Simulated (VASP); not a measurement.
# Ti in VASP: further runs

Ti is run at these levels: PBEsol; tasks: single point.

Program: VASP 6.6.1. These are calculated values, not measurements. Logs are shortened: lines on timing, memory, paths and dates and some standing lists are left out, and cuts for length are marked.

## (1) The cell of the first run

The structure is cubic, space group Fm-3m (No. 225). The conventional cell has a = 4.121 Å, b = 4.121 Å, c = 4.121 Å, α = 90.00°, β = 90.00°, γ = 90.00°. Ti (site symmetry m-3m) has 12 Ti at 2.91 Å within 3.8 Å.

## (2) Single point, PBEsol (strain +0.015 along x and y, +0.015 along z)

File INCAR:

```
ALGO = Normal ; EDIFF = 1E-7
ENCUT = 520 ; GGA = PS
ISIF = 2 ; ISMEAR = 0
LASPH = True ; LCHARG = True
LELF = True ; LREAL = False
LVHAR = True ; LWAVE = False
NBANDS = 12 ; NELM = 100
PREC = Accurate ; SIGMA = 0.15
```

File KPOINTS:

```
k-points
0
Gamma
  10 10 10
```

File POSCAR:

```
Ti
1.0
    0.0000000000      2.0604500000      2.0604500000
    2.0604500000      0.0000000000      2.0604500000
    2.0604500000      2.0604500000      0.0000000000
Ti
1
Direct
    0.0000000000      0.0000000000      0.0000000000
```

Potentials or basis: VASP PAW PBE potentials, release 64 (Ti_sv).

The run is started by

```console
$ cat potpaw_PBE.64/Ti_sv/POTCAR > POTCAR
$ mpirun -np 1 vasp_std > vasp.out
```

OUTCAR:

```text
EDIFF = 1E-7
   ENCUT = 520
   GGA = PS
   ISIF = 2
   ISMEAR = 0
   LASPH = True
   LREAL = False
   NELM = 100
   PREC = Accurate

 ion  position               nearest neighbor table
   1  0.000  0.000  0.000-

  LATTYP: Found a face centered cubic cell.
 ALAT       =     4.1209000000

  Lattice vectors:

 A1 = (   0.0000000000,   2.0604500000,   2.0604500000)
 A2 = (   2.0604500000,   0.0000000000,   2.0604500000)
 A3 = (   2.0604500000,   2.0604500000,   0.0000000000)

Analysis of symmetry for initial positions (statically):
=====================================================================
 Subroutine PRICEL returns:
 Original cell was already a primitive cell.

 Routine SETGRP: Setting up the symmetry group for a
 face centered cubic supercell.

 Subroutine GETGRP returns: Found 48 space group operations
 (whereof 48 operations were pure point group operations)
 out of a pool of 48 trial point group operations.

The static configuration has the point symmetry O_h .

Analysis of symmetry for dynamics (positions and initial velocities):
=====================================================================
 Subroutine PRICEL returns:
 Original cell was already a primitive cell.

 Routine SETGRP: Setting up the symmetry group for a
 face centered cubic supercell.

 Subroutine GETGRP returns: Found 48 space group operations
 (whereof 48 operations were pure point group operations)
 out of a pool of 48 trial point group operations.

The dynamic configuration has the point symmetry O_h .

 Subroutine INISYM returns: Found 48 space group operations
 (whereof 48 operations are pure point group operations),
 and found     1 'primitive' translations

----------------------------------------------------------------------------------------

                                     Primitive cell

  volume of cell :      17.4951

  direct lattice vectors                    reciprocal lattice vectors
     0.000000000  2.060450000  2.060450000    -0.242665437  0.242665437  0.242665437
     2.060450000  0.000000000  2.060450000     0.242665437 -0.242665437  0.242665437
     2.060450000  2.060450000  0.000000000     0.242665437  0.242665437 -0.242665437

  length of vectors
     2.913916335  2.913916335  2.913916335     0.420308866  0.420308866  0.420308866

  position of ions in fractional coordinates (direct lattice)
     0.000000000  0.000000000  0.000000000

  ion indices of the primitive-cell ions
   primitive index   ion index
                 1           1

----------------------------------------------------------------------------------------

 KPOINTS: k-points

Automatic generation of k-mesh.
 Grid dimensions read from file:
 generate k-points for:   10   10   10

 Generating k-lattice:

  Cartesian coordinates                     Fractional coordinates (reciprocal lattice)
    -0.024266544  0.024266544  0.024266544     0.100000000  0.000000000  0.000000000
     0.024266544 -0.024266544  0.024266544     0.000000000  0.100000000  0.000000000
     0.024266544  0.024266544 -0.024266544     0.000000000  0.000000000  0.100000000

  Length of vectors
     0.042030887  0.042030887  0.042030887

  Shift w.r.t. Gamma in fractional coordinates (k-lattice)
     0.000000000  0.000000000  0.000000000

 Subroutine IBZKPT returns following result:
 ===========================================

 Found     47 irreducible k-points:

 Following reciprocal coordinates:
            Coordinates               Weight
  0.000000  0.000000  0.000000      1.000000
  0.100000  0.000000  0.000000      8.000000
  0.200000  0.000000  0.000000      8.000000
  0.300000  0.000000  0.000000      8.000000
  0.400000  0.000000  0.000000      8.000000
  0.500000  0.000000  0.000000      4.000000
[... 16 lines left out ...]
  0.300000  0.300000  0.000000      6.000000
  0.400000  0.300000  0.000000     24.000000
 [... further k-points ...]
   k-points           NKPTS =     47   k-points in BZ     NKDIM =     47   number of bands    NBANDS=     12
   number of dos      NEDOS =    301   number of ions     NIONS =      1
   total plane-waves  NPLWV =  13824
   dimension x,y,z NGX =    24 NGY =   24 NGZ =   24
   dimension x,y,z NGXF=    48 NGYF=   48 NGZF=   48
   ions per type =               1
   NGX,Y,Z   is equivalent  to a cutoff of  13.69, 13.69, 13.69 a.u.
   NGXF,Y,Z  is equivalent  to a cutoff of  27.39, 27.39, 27.39 a.u.
 SYSTEM =  unknown system
   PREC   = accura    normal or accurate (medium, high low for compatibility)
   ISTART =      0    job   : 0-new  1-cont  2-samecut
   ICHARG =      2    charge: 1-file 2-atom 10-const
   ISPIN  =      1    spin polarized calculation?
   LNONCOLLINEAR =      F non collinear calculations
   LSORBIT =      F    spin-orbit coupling
   LASPH  =      T    aspherical Exc in radial PAW
   ENCUT  =  520.0 eV  38.22 Ry    6.18 a.u.   5.42  5.42  5.42*2*pi/ulx,y,z
   NELM   =    100;   NELMIN=  2; NELMDL= -5     # of ELM steps
   EDIFF  = 0.1E-06   stopping-criterion for ELM
   LREAL  =      F    real-space projection
   EDIFFG = 0.1E-05   stopping-criterion for IOM
   NSW    =      0    number of steps for IOM
   IBRION =     -1    ionic relax: 0-MD 1-quasi-New 2-CG
   NFREE  =      0    steps in history (QN), initial steepest desc. (CG)
   ISIF   =      2    stress and relaxation
   ISYM   =      2    0-nonsym 1-usesym 2-fastsym
   POTIM  = 0.5000    time-step for ionic-motion
   TEBEG  =    0.0;   TEEND  =   0.0 temperature during run
   PSTRESS=    0.0 pullay stress
   NELECT =      12.0000    total number of electrons
   NUPDOWN=      -1.0000    fix difference up-down
   EMIN   =  10.00;   EMAX   =-10.00  energy-range for DOS
   EFERMI =   0.00;   METHOD = LEGACY
   ISMEAR =     0;   SIGMA  =   0.15  broadening in eV -4-tet -1-fermi 0-gaus
   EFERMI_NEDOS =   21; number of points for ismear=-14 and -15
   IALGO  =     38    algorithm
   IMIX   =      4    mixing-type and parameters
     AMIX     =   0.40;   BMIX     =  1.00
     AMIX_MAG =   1.60;   BMIX_MAG =  1.00
  volume/ion in A,a.u.               =      17.50       118.06
  Fermi-wavevector in a.u.,A,eV,Ry     =   1.443765  2.728320 28.360763  2.084457
  Thomas-Fermi vector in A             =   2.562136
   LORBIT       =      0    0 simple, 1 ext, 2 COOP (PROOUT), +10 PAW based schemes
   GGA     = PS    functional components
   LHFCALC =     F    Hartree Fock is set to
   AEXX    =    0.0000 exact exchange contribution
   IVDW    =     0    specifies the selected vdW correction
   LEPSILON=     F    determine dielectric tensor
   LRPA    =     F    only Hartree local field effects (RPA)
 non-spin polarized calculation
 Gauss-broadening in eV      SIGMA  =   0.15
  energy-cutoff  :      520.00
  volume of cell :       17.50
 maximum number of plane-waves:       495
 NGX is ok and might be reduce to    24
   NGX = 11   NGY = 11   NGZ = 11

 number of electron      12.0000001 magnetization

 Free energy of the ion-electron system (eV)
  ---------------------------------------------------
  ext. energy  EPLUGINS =         0.00000000
  ---------------------------------------------------
  free energy    TOTEN  =        -8.27797949 eV

  energy without entropy =       -8.25835411  energy(sigma->0) =       -8.26816680

 E-fermi :   8.0214     XC(G=0): -11.6006

 val. band max:        8.0048287678   @ k =   0.3000   0.0000   0.0000
 cond. band min:       8.0324927703   @ k =  -0.2000   0.1000   0.0000
 fundamental gap:      0.0276640025
 Fermi energy:         8.0213659269

 k-point     1 :       0.0000    0.0000    0.0000
  band No.  band energies     occupation
      1     -48.4676      2.00000
      2     -24.4297      2.00000
      3     -24.4297      2.00000
      4     -24.4297      2.00000
      5       1.9371      2.00000
      6       8.8937      0.00000
      7       8.8937      0.00000
      8       8.8937      0.00000
      9      10.5003      0.00000
     10      10.5004      0.00000
     11      23.2474      0.00000
     12      27.6391      0.00000

 k-point     2 :       0.1000    0.0000    0.0000
  band No.  band energies     occupation
      1     -48.4563      2.00000
      2     -24.4952      2.00000
      3     -24.4380      2.00000
      4     -24.4380      2.00000
      5       2.2557      2.00000
      6       8.7040      0.00000
      7       9.0026      0.00000
      8       9.0026      0.00000
      9      10.4347      0.00000
     10      10.4347      0.00000
     11      23.4479      0.00000
     12      25.6528      0.00000

 k-point     3 :       0.2000    0.0000    0.0000
  band No.  band energies     occupation
      1     -48.4262      2.00000
      2     -24.6640      2.00000
      3     -24.4594      2.00000
      4     -24.4594      2.00000
      5       3.1376      2.00000
      6       8.2880      0.01194
      7       9.1621      0.00000
      8       9.1621      0.00000
      9      10.4319      0.00000
     10      10.4319      0.00000
     11      22.2261      0.00000
     12      24.2184      0.00000
[... 286 lines left out ...]
 k-point    23 :       0.3000    0.3000    0.0000
  band No.  band energies     occupation
      1     -48.3630      2.00000
      2     -24.8459      2.00000
      3     -24.5827      2.00000
      4     -24.5827      2.00000
      5       4.8717      2.00000
      6       7.0839      2.00000
      7       9.0666      0.00000
      8      10.4850      0.00000
      9      10.4850      0.00000
     10      11.1727      0.00000
     11      22.5212      0.00000
     12      22.5820      0.00000

 k-point    24 :       0.4000    0.3000    0.0000
  band No.  band energies     occupation
      1     -48.3391      2.00000
      2     -24.9319      2.00000
      3     -24.6298      2.00000
      4     -24.6087      2.00000
      5       5.4573      2.00000
      6       6.8455      2.00000
      7       8.9628      0.00000
      8      10.6185      0.00000
      9      11.3991      0.00000
     10      11.5136      0.00000
     11      20.1881      0.00000
     12      21.3802      0.00000

 [... further k-points ...]
[... 5 lines left out ...]
  --------------------------------------------------------------------------------------
  -------------------------------------------------------------------------------------
  Total       -0.5722422     -0.5722422     -0.5722422      0.0000000     -0.0000000      0.0000000
  in kB      -52.4051768    -52.4051768    -52.4051768      0.0000000     -0.0000000      0.0000000
  external PRESSURE =     -52.4051768 kB  Pullay stress =       0.0000000 kB

 VOLUME and BASIS-vectors are now :
 -----------------------------------------------------------------------------
  energy-cutoff  :      520.00
  volume of cell :       17.50
      direct lattice vectors                 reciprocal lattice vectors
     0.000000000  2.060450000  2.060450000    -0.242665437  0.242665437  0.242665437
     2.060450000  0.000000000  2.060450000     0.242665437 -0.242665437  0.242665437
     2.060450000  2.060450000  0.000000000     0.242665437  0.242665437 -0.242665437

 POSITION                                       TOTAL-FORCE (eV/Angst)
 -----------------------------------------------------------------------------------
      0.00000      0.00000      0.00000         0.000000      0.000000     -0.000000
 -----------------------------------------------------------------------------------
    total drift:                               -0.000000     -0.000000     -0.000000

  FREE ENERGIE OF THE ION-ELECTRON SYSTEM (eV)
  ---------------------------------------------------
  free  energy   TOTEN  =        -8.2779794910 eV

  energy  without entropy=       -8.2583541087  energy(sigma->0) =       -8.26816680
```

Wall time 4.6 s (1 thread of Intel Xeon 6975P-C, shared host); peak memory 0.14 GiB.

What came out:

| Item | Value |
| --- | --- |
| Free energy | -8.2780 eV |
| Pressure | -5.2 GPa |
| Band gap on the k mesh | zero (band 6 reaches 8.89 eV, above the bottom of band 7 at 7.76 eV) |

Caveat: the cell differs from its parent crystal (strain +0.015 along x and y, +0.015 along z); the PAW data sets were made with another functional, which shifts forces and pressure a little.

[end of part 1 of 2]
